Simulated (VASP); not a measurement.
Write the native input for VASP 6.6.1 that does the following.

| Quantity | Value |
| --- | --- |
| Task | single point |
| Functional | PBEsol |
| Potentials or basis | VASP PAW PBE potentials, release 64 (Al, N) |
| Cutoff | 520 eV |
| k mesh | 10 × 10 × 10 |
| Occupations | gaussian, width 0.05 eV |
| Spin | no spin polarisation |
| Dipole correction | no |
| Further INCAR settings | ALGO = Normal; EDIFF = 1e-06; NBANDS = 11 |

The structure of AlN lies in POSCAR:

```
AlN
1.0
    0.0000000000      2.3418626456      2.1120536944
    2.1120536944      0.0000000000      2.1120536944
    2.1120536944      2.3418626456      0.0000000000
Al N
1 1
Direct
    0.0000000000      0.0000000000      0.0000000000
    0.7500000000      0.7500000000      0.7500000000
```

This cell differs from its parent crystal: mode 4 frozen in at +0.000 Å, strain +e along z and -e/2 along x and y +0.0700.

One way to write it, as run:

INCAR

```
ALGO = Normal
EDIFF = 1E-6
ENCUT = 520
GGA = PS
ISIF = 2
ISMEAR = 0
LASPH = T
LCHARG = F
LREAL = F
LWAVE = F
NBANDS = 11
NELM = 100
PREC = Accurate
SIGMA = 0.05
```

KPOINTS

```
k-points
0
Gamma
  10 10 10
```

Potentials or basis: VASP PAW PBE potentials, release 64 (Al, N).

Run with:

```bash
$ cat potpaw_PBE.64/Al/POTCAR potpaw_PBE.64/N/POTCAR > POTCAR
$ mpirun -np 1 vasp_std > vasp.out
```

It gave:

| Property | Result |
| --- | --- |
| Pressure | 0.0 GPa |
| Band gap on the k mesh | 2.83 eV, indirect (least direct gap 3.85 eV) |

Caveat: the cell differs from its parent crystal (mode 4 frozen in at +0.000 Å, strain +e along z and -e/2 along x and y +0.0700); the PAW data sets were made with another functional, which shifts forces and pressure a little.

Wall time 6.8 s on 1 thread of Intel(R) Xeon(R) 6975P-C (Granite Rapids) (shared host), peak memory 0.14 GiB.
